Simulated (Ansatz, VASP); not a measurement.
## One calculation of Ni, two programs

POSCAR

```
Ni
1.0
    0.0000000000      3.5481000000      3.5481000000
    1.7740500000      0.0000000000      1.7740500000
    1.7740500000      1.7740500000      0.0000000000
Ni
2
Direct
    0.0000000000      0.0000000000      0.0000000000
    0.5000000000      0.0000000000      0.0000000000
```

INCAR.step1

```
ALGO = Normal
EDIFF = 1E-4
ENCUT = 520
GGA = PE
ISMEAR = -1
ISPIN = 2
LASPH = T
LCHARG = F
LMAXMIX = 4
LREAL = F
LWAVE = T
MAGMOM = 2 2
NBANDS = 21
NELM = 150
PREC = Accurate
SIGMA = 0.1
```

Contents of INCAR.step2:

```
ALGO = Normal
EDIFF = 1E-6
ENCUT = 520
ISIF = 2
ISMEAR = -1
ISPIN = 2
ISTART = 1
LASPH = T
LCHARG = F
LMAXMIX = 4
LMIXTAU = T
LORBIT = 11
LREAL = F
LWAVE = F
MAGMOM = 2 2
METAGGA = R2SCAN
NBANDS = 21
NELM = 150
PREC = Accurate
SIGMA = 0.1
```

File KPOINTS:

```
k-points
0
Gamma
  6 12 12
```

Input for Ansatz:

```yaml
crystal:
  lattice:
    - [0.0, 3.5481, 3.5481]
    - [1.77405, 0.0, 1.77405]
    - [1.77405, 1.77405, 0.0]
  atoms:
    - { symbol: Ni, position: [0.0, 0.0, 0.0], spin: 2.0 }
    - { symbol: Ni, position: [0.5, 0.0, 0.0], spin: 2.0 }
magnetization:
  spin_polarized: true
hamiltonian:
  xc: r2scan
  pseudopotentials: { kind: paw }
basis:
  ecutwfc: 500
kpoints:
  mp_grid: { grid: [6, 12, 12] }
scf:
  occupations: { method: fermi_dirac, width: 0.1 }
  lower_state_search: "off"
output:
  forces: true
  stress: true
```

Alike in both runs: task single point; functional r2SCAN; k mesh 6 × 12 × 12; occupations fermi-dirac, width 0.1 eV; collinear spin.

|  | VASP | Ansatz |
| --- | --- | --- |
| version | VASP 6.6.1 | Ansatz 0.2.0 |
| potentials or method | VASP PAW PBE potentials, release 64 (Ni), cutoff 520 eV | PAW, plane waves, scalar-relativistic |
| valence electrons in the cell | 20 | 36 |

Ansatz gave:

```
pressure (GPa)                                                : -11.2
net moment per atom (μB)                                      : 0.75
size of the moment on the site where the two differ most (μB) : 0.82
```

Q: What did VASP give for the same quantities?

A: Pressure (GPa): -10.7; net moment per atom (μB): 0.74; size of the moment on the site where the two differ most (μB): 0.76.

VASP's potentials were made for PBE, not for r2SCAN. Site moments also hang on the region over which each program counts them. VASP's potentials hold 20 valence electrons a cell and Ansatz's 36, so a difference there can come from the potentials and not from the codes. Ansatz's warnings: stability check not made.
